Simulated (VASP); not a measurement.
Be:

```
Be
1.0
     0.00000    2.14633    2.14633
     2.14633    0.00000    2.14633
     2.14633    2.14633    0.00000
Be
2
Direct
  0.87500 0.87500 0.87500
  0.12500 0.12500 0.12500
```

This isn't the form of Be at room conditions, which is hcp.

- Program: VASP 6.6.1
- Task: relaxation of cell and atoms
- Functional: PBE
- Potentials or basis: VASP PAW PBE potentials, release 64 (Be)
- Cutoff: 600 eV
- k mesh: 15 × 15 × 15
- Occupations: fermi-dirac, width 0.1 eV
- Spin: no spin polarisation

At the start: pressure 33.9 GPa; volume 9.89 Å³/atom.

Question: How do energy, volume and symmetry change on relaxing?

Answer: Over 7 steps the energy falls by 380.8 meV/atom and the volume is 14.70 Å³/atom (+48.7 %); space group Fd-3m (No. 227, to 0.1 Å) before and after.

Step by step:
| step | energy change (eV) | largest force (eV/Å) | pressure (GPa) | volume (Å³) |
| --- | --- | --- | --- | --- |
| 1 | 0.0000 | 0.0000 | 33.93 | 19.77 |
| 2 | -0.7123 | 0.0000 | 5.69 | 26.39 |
| 3 | -0.7581 | 0.0000 | 1.36 | 28.55 |
| 4 | -0.7616 | 0.0000 | 0.12 | 29.33 |
| 5 | -0.7616 | 0.0000 | -0.21 | 29.54 |
| 6 | -0.7617 | 0.0000 | -0.08 | 29.46 |
| 7 | -0.7617 | 0.0000 | -0.01 | 29.40 |

Final structure:
```cif
data_structure
_symmetry_space_group_name_H-M 'P 1'
_symmetry_Int_Tables_number 1
_cell_length_a 3.4645
_cell_length_b 3.4645
_cell_length_c 3.4645
_cell_angle_alpha 60.000
_cell_angle_beta 60.000
_cell_angle_gamma 60.000
_cell_volume 29.40
loop_
_atom_site_label
_atom_site_type_symbol
_atom_site_fract_x
_atom_site_fract_y
_atom_site_fract_z
_atom_site_occupancy
Be1 Be 0.87500 0.87500 0.87500 1
Be2 Be 0.12500 0.12500 0.12500 1
```

Caveat: the volume moved by over 15 % at a fixed basis, so the end points are rough.
